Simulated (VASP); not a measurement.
# AlPt in VASP: single point with PBEsol+U

Aim: the single point of AlPt with PBEsol+U.

All numbers are computed with VASP 6.6.1; they aren't measurements. Logs are shortened: lines on timing, memory, paths and dates and some standing lists are left out, and cuts for length are marked.

### Step 1. The cell of the first run

The typed cell holds 2 atoms: a = 3.062 Å, b = 3.059 Å, c = 3.060 Å, α = 90.00°, β = 90.00°, γ = 90.00°.

### Step 2. Single point, PBEsol+U

INCAR

```
SYSTEM = AlPt
PREC     = Accurate       ! precision mode
ENCUT    = 500            ! plane-wave cutoff, eV
EDIFF    = 1E-6           ! SCF threshold, eV
ISMEAR   = 0              ! smearing method
SIGMA    = 0.15           ! smearing width, eV
LREAL    = .False.        ! projectors in reciprocal space
LASPH    = .True.         ! aspherical terms in the spheres
NELM     = 200            ! most SCF steps
ALGO     = Normal         ! electronic algorithm
ISIF     = 2              ! what is computed and relaxed
LWAVE    = .False.        ! write WAVECAR
LCHARG   = .False.        ! write CHGCAR
LMAXMIX  = 4              ! l up to which the mixer works
LDAU     = .True.         ! DFT+U
LDAUTYPE = 2            
LDAUL    = -1 2           ! shell
LDAUU    = 0 4            ! U, eV
LDAUJ    = 0 0          
LDAUPRINT= 1            
GGA      = PS             ! functional
NBANDS   = 18             ! bands
GGA_COMPAT= .False.
```

KPOINTS

```
regular mesh
0
Gamma
  12 12 12
  0 0 0
```

POSCAR

```
AlPt
1.0
    3.0623101430      0.0000023728      0.0000021184
    0.0000023728      3.0594391691      0.0000408004
    0.0000021184      0.0000408004      3.0599310528
Al Pt
1 1
Direct
    0.0000001012      0.0000015934      0.0000014291
    0.4999998988      0.4999984066      0.4999985709
```

Potentials or basis: VASP PAW PBE potentials, release 64 (Al, Pt_sv_GW).

On the command line:

```sh
cat potpaw_PBE.64/Al/POTCAR potpaw_PBE.64/Pt_sv_GW/POTCAR > POTCAR
mpirun -np 1 vasp_std > vasp.out
```

OUTCAR:

```text
SYSTEM = AlPt
   PREC = Accurate
   ENCUT = 500
   EDIFF = 1E-6
   ISMEAR = 0
   LREAL = .False.
   LASPH = .True.
   NELM = 200
   ISIF = 2
   GGA = PS

 ion  position               nearest neighbor table
   1  0.000  0.000  0.000-   2 2.65   2 2.65   2 2.65   2 2.65   2 2.65   2 2.65   2 2.65   2 2.65

   2  0.500  0.500  0.500-   1 2.65   1 2.65   1 2.65   1 2.65   1 2.65   1 2.65   1 2.65   1 2.65

  LATTYP: Found a simple monoclinic cell.
 ALAT       =     3.0594391694
 B/A-ratio  =     1.0009383987
 C/A-ratio  =     1.0001607758
 COS(beta)  =    -0.0000266697

  Lattice vectors:

 A1 = (   0.0000023728,   3.0594391691,   0.0000408004)
 A2 = (   3.0623101430,   0.0000023728,   0.0000021184)
 A3 = (  -0.0000021184,  -0.0000408004,  -3.0599310528)

Analysis of symmetry for initial positions (statically):
=====================================================================
 Subroutine PRICEL returns:
 Original cell was already a primitive cell.

 Routine SETGRP: Setting up the symmetry group for a
 simple monoclinic supercell.

 Subroutine GETGRP returns: Found  4 space group operations
 (whereof  4 operations were pure point group operations)
 out of a pool of  4 trial point group operations.

The static configuration has the point symmetry C_2h.

Analysis of symmetry for dynamics (positions and initial velocities):
=====================================================================
 Subroutine PRICEL returns:
 Original cell was already a primitive cell.

 Routine SETGRP: Setting up the symmetry group for a
 simple monoclinic supercell.

 Subroutine GETGRP returns: Found  4 space group operations
 (whereof  4 operations were pure point group operations)
 out of a pool of  4 trial point group operations.

The dynamic configuration has the point symmetry C_2h.

 Subroutine INISYM returns: Found  4 space group operations
 (whereof  4 operations are pure point group operations),
 and found     1 'primitive' translations

----------------------------------------------------------------------------------------

                                     Primitive cell

  volume of cell :      28.6683

  direct lattice vectors                    reciprocal lattice vectors
     3.062310143  0.000002373  0.000002118     0.326550856 -0.000000253 -0.000000226
     0.000002373  3.059439169  0.000040800    -0.000000253  0.326857291 -0.000004358
     0.000002118  0.000040800  3.059931053    -0.000000226 -0.000004358  0.326804749

  length of vectors
     3.062310143  3.059439169  3.059931053     0.326550856  0.326857291  0.326804749

  position of ions in fractional coordinates (direct lattice)
     0.000000101  0.000001593  0.000001429
     0.499999899  0.499998407  0.499998571

  ion indices of the primitive-cell ions
   primitive index   ion index
                 1           1
                 2           2

----------------------------------------------------------------------------------------

 KPOINTS: regular mesh

Automatic generation of k-mesh.
 Grid dimensions read from file:
 generate k-points for:   12   12   12

 Generating k-lattice:

  Cartesian coordinates                     Fractional coordinates (reciprocal lattice)
     0.027212571 -0.000000021 -0.000000019     0.083333333  0.000000000  0.000000000
    -0.000000021  0.027238108 -0.000000363     0.000000000  0.083333333  0.000000000
    -0.000000019 -0.000000363  0.027233729     0.000000000  0.000000000  0.083333333

  Length of vectors
     0.027212571  0.027238108  0.027233729

  Shift w.r.t. Gamma in fractional coordinates (k-lattice)
     0.000000000  0.000000000  0.000000000

 Subroutine IBZKPT returns following result:
 ===========================================

[... 36 lines left out ...]
   NGXF,Y,Z  is equivalent  to a cutoff of  26.06, 26.08, 26.08 a.u.
 SYSTEM =  AlPt
   PREC   = accura    normal or accurate (medium, high low for compatibility)
   ISTART =      0    job   : 0-new  1-cont  2-samecut
   ICHARG =      2    charge: 1-file 2-atom 10-const
   ISPIN  =      1    spin polarized calculation?
   LNONCOLLINEAR =      F non collinear calculations
   LSORBIT =      F    spin-orbit coupling
   LASPH  =      T    aspherical Exc in radial PAW
   ENCUT  =  500.0 eV  36.75 Ry    6.06 a.u.   5.58  5.58  5.58*2*pi/ulx,y,z
   NELM   =    200;   NELMIN=  2; NELMDL= -5     # of ELM steps
   EDIFF  = 0.1E-05   stopping-criterion for ELM
   LREAL  =      F    real-space projection
   EDIFFG = 0.1E-04   stopping-criterion for IOM
   NSW    =      0    number of steps for IOM
   IBRION =     -1    ionic relax: 0-MD 1-quasi-New 2-CG
   NFREE  =      0    steps in history (QN), initial steepest desc. (CG)
   ISIF   =      2    stress and relaxation
   ISYM   =      2    0-nonsym 1-usesym 2-fastsym
   POTIM  = 0.5000    time-step for ionic-motion
   TEBEG  =    0.0;   TEEND  =   0.0 temperature during run
   PSTRESS=    0.0 pullay stress
   NELECT =      21.0000    total number of electrons
   NUPDOWN=      -1.0000    fix difference up-down
   EMIN   =  10.00;   EMAX   =-10.00  energy-range for DOS
   EFERMI =   0.00;   METHOD = LEGACY
   ISMEAR =     0;   SIGMA  =   0.15  broadening in eV -4-tet -1-fermi 0-gaus
   EFERMI_NEDOS =   21; number of points for ismear=-14 and -15
   IALGO  =     38    algorithm
   IMIX   =      4    mixing-type and parameters
     AMIX     =   0.40;   BMIX     =  1.00
     AMIX_MAG =   1.60;   BMIX_MAG =  1.00
  volume/ion in A,a.u.               =      14.33        96.73
  Fermi-wavevector in a.u.,A,eV,Ry     =   1.475753  2.788769 29.631412  2.177847
  Thomas-Fermi vector in A             =   2.590364
   LORBIT       =      0    0 simple, 1 ext, 2 COOP (PROOUT), +10 PAW based schemes
 LDA+U is selected, type is set to LDAUTYPE =  2
   angular momentum for each species LDAUL =    -1    2
   U (eV)           for each species LDAUU =   0.0  4.0
   J (eV)           for each species LDAUJ =   0.0  0.0
   GGA     = PS    functional components
   LHFCALC =     F    Hartree Fock is set to
   AEXX    =    0.0000 exact exchange contribution
   IVDW    =     0    specifies the selected vdW correction
   LEPSILON=     F    determine dielectric tensor
   LRPA    =     F    only Hartree local field effects (RPA)
 non-spin polarized calculation
 Gauss-broadening in eV      SIGMA  =   0.15
  energy-cutoff  :      500.00
  volume of cell :       28.67
 maximum number of plane-waves:       743
 NGX is ok and might be reduce to    24
   NGX = 11   NGY = 11   NGZ = 11

atom =   2  type =  2  l = 2

 onsite density matrix

spin component  1

  0.7942  0.0000 -0.0000  0.0000  0.0000
  0.0000  0.7945 -0.0000  0.0000  0.0000
 -0.0000 -0.0000  0.8151  0.0000 -0.0002
  0.0000  0.0000  0.0000  0.7941  0.0000
  0.0000  0.0000 -0.0002  0.0000  0.8152

spin component  2

  0.7942  0.0000 -0.0000  0.0000  0.0000
  0.0000  0.7945 -0.0000  0.0000  0.0000
 -0.0000 -0.0000  0.8151  0.0000 -0.0002
  0.0000  0.0000  0.0000  0.7941  0.0000
  0.0000  0.0000 -0.0002  0.0000  0.8152

 occupancies and eigenvectors

  o =  0.7941  v =  0.0485  0.0038  0.0000 -0.9988  0.0001  0.0000  0.0000  0.0000  0.0000  0.0000      0.0000  0.0000  0.0000  0.0000  0.0000  0.0000  0.0000  0.0000  0.0000  0.0000
  o =  0.7941  v =  0.0000  0.0000  0.0000  0.0000  0.0000  0.0485  0.0038  0.0000 -0.9988  0.0001      0.0000  0.0000  0.0000  0.0000  0.0000  0.0000  0.0000  0.0000  0.0000  0.0000
  o =  0.7942  v =  0.0000  0.0000  0.0000  0.0000  0.0000  0.9988 -0.0046  0.0001  0.0484 -0.0000      0.0000  0.0000  0.0000  0.0000  0.0000  0.0000  0.0000  0.0000  0.0000  0.0000
  o =  0.7942  v =  0.9988 -0.0046  0.0001  0.0484 -0.0000  0.0000  0.0000  0.0000  0.0000  0.0000      0.0000  0.0000  0.0000  0.0000  0.0000  0.0000  0.0000  0.0000  0.0000  0.0000
  o =  0.7945  v = -0.0044 -1.0000 -0.0000 -0.0041  0.0001  0.0000  0.0000  0.0000  0.0000  0.0000      0.0000  0.0000  0.0000  0.0000  0.0000  0.0000  0.0000  0.0000  0.0000  0.0000
  o =  0.7945  v =  0.0000  0.0000  0.0000  0.0000  0.0000 -0.0044 -1.0000 -0.0000 -0.0041  0.0001      0.0000  0.0000  0.0000  0.0000  0.0000  0.0000  0.0000  0.0000  0.0000  0.0000
  o =  0.8149  v = -0.0001  0.0000  0.8232  0.0001  0.5678  0.0000  0.0000  0.0000  0.0000  0.0000      0.0000  0.0000  0.0000  0.0000  0.0000  0.0000  0.0000  0.0000  0.0000  0.0000
  o =  0.8149  v =  0.0000  0.0000  0.0000  0.0000  0.0000 -0.0001  0.0000  0.8232  0.0001  0.5678      0.0000  0.0000  0.0000  0.0000  0.0000  0.0000  0.0000  0.0000  0.0000  0.0000
  o =  0.8154  v =  0.0000  0.0000  0.0000  0.0000  0.0000  0.0000  0.0001 -0.5678  0.0000  0.8232      0.0000  0.0000  0.0000  0.0000  0.0000  0.0000  0.0000  0.0000  0.0000  0.0000
  o =  0.8154  v =  0.0000  0.0001 -0.5678  0.0000  0.8232  0.0000  0.0000  0.0000  0.0000  0.0000      0.0000  0.0000  0.0000  0.0000  0.0000  0.0000  0.0000  0.0000  0.0000  0.0000

 number of electron      20.9999998 magnetization

 Free energy of the ion-electron system (eV)
  ---------------------------------------------------
  ext. energy  EPLUGINS =         0.00000000
  ---------------------------------------------------
  free energy    TOTEN  =        -9.50738670 eV

  energy without entropy =       -9.50044357  energy(sigma->0) =       -9.50391513

 E-fermi :  10.5360     XC(G=0): -12.6548

 val. band max:       10.4841734275   @ k =   0.3333   0.5000   0.4167
 cond. band min:      10.5371791844   @ k =   0.3333  -0.0000   0.3333
 fundamental gap:      0.0530057568
 Fermi energy:        10.5359864922

 k-point     1 :       0.0000    0.0000    0.0000
  band No.  band energies     occupation
      1     -87.3566      2.00000
      2     -41.7173      2.00000
      3     -41.7172      2.00000
      4     -41.7171      2.00000
      5      -1.0049      2.00000
      6       4.4108      2.00000
[... 481 lines left out ...]
      5       0.5935      2.00000
      6       4.7072      2.00000
[... 10 lines left out ...]
     17      24.5876      0.00000
     18      25.9832      0.00000

 [... further k-points ...]

------------------------ aborting loop because EDIFF is reached ----------------------------------------

  FORCE on cell =-STRESS in cart. coord.  units (eV):
  Direction    XX          YY          ZZ          XY          YZ          ZX
  --------------------------------------------------------------------------------------
  -------------------------------------------------------------------------------------
  Total       -0.7193920     -0.7181373     -0.7183250     -0.0000011     -0.0003877     -0.0000010
  in kB      -40.2043970    -40.1342772    -40.1447684     -0.0000623     -0.0216700     -0.0000556
  external PRESSURE =     -40.1611475 kB  Pullay stress =       0.0000000 kB

 VOLUME and BASIS-vectors are now :
 -----------------------------------------------------------------------------
  energy-cutoff  :      500.00
  volume of cell :       28.67
      direct lattice vectors                 reciprocal lattice vectors
     3.062310143  0.000002373  0.000002118     0.326550856 -0.000000253 -0.000000226
     0.000002373  3.059439169  0.000040800    -0.000000253  0.326857291 -0.000004358
     0.000002118  0.000040800  3.059931053    -0.000000226 -0.000004358  0.326804749

 POSITION                                       TOTAL-FORCE (eV/Angst)
 -----------------------------------------------------------------------------------
      0.00000      0.00000      0.00000         0.000000     -0.000000      0.000000
      1.53116      1.52974      1.52998        -0.000000      0.000000     -0.000000
 -----------------------------------------------------------------------------------
    total drift:                                0.001816      0.028550      0.025612

  FREE ENERGIE OF THE ION-ELECTRON SYSTEM (eV)
  ---------------------------------------------------
  free  energy   TOTEN  =        -9.5073866977 eV

  energy  without entropy=       -9.5004435702  energy(sigma->0) =       -9.50391513
```

It took 58 s on 1 thread of Intel Xeon 6975P-C (Granite Rapids), shared host; peak memory 0.36 GiB.

What came out:

* Free energy: -9.5074 eV
* Pressure: -4.0 GPa
* Band gap on the k mesh: zero (an odd number of electrons rules out a gap without spin polarisation)

Levels at points of the mesh, in eV from the Fermi level:
```csv
k point,band 8,band 9,band 10,band 11,band 12,band 13,band 14,band 15
"(0.00, 0.00, 0.00)",-3.02,-3.02,-3.01,4.15,4.17,4.18,9.22,9.22
"(0.50, 0.00, 0.00)",-4.46,-4.46,-2.81,-1.15,6.27,8.96,8.97,10.53
"(0.00, 0.50, 0.00)",-4.47,-4.46,-2.82,-1.13,6.27,8.94,8.97,10.52
"(0.50, 0.50, 0.00)",-4.12,-2.95,-2.95,-1.81,1.19,3.54,8.77,12.58
"(0.00, 0.00, 0.50)",-4.47,-4.46,-2.82,-1.14,6.27,8.94,8.97,10.52
"(0.50, 0.00, 0.50)",-4.12,-2.95,-2.95,-1.81,1.18,3.54,8.78,12.58
"(0.00, 0.50, 0.50)",-4.13,-2.95,-2.95,-1.81,1.20,3.54,8.76,12.56
"(0.50, 0.50, 0.50)",-1.74,-1.73,0.89,2.09,2.09,2.09,5.52,6.19
```

Eigenvalues of the final occupation matrices:
| site | spin | trace | eigenvalues |
| --- | --- | --- | --- |
| site 2 d | 1 | 4.01 | 0.79 0.79 0.79 0.81 0.82 |
| site 2 d | 2 | 4.01 | 0.79 0.79 0.79 0.81 0.82 |

Caveat: the cell stands under tension; the PAW data sets were made with another functional, which shifts forces and pressure a little; spin-orbit coupling is left out, which moves the levels of the heavy elements; U without spin polarisation on a metal has little footing; the U is typed as a test and isn't derived for this compound.
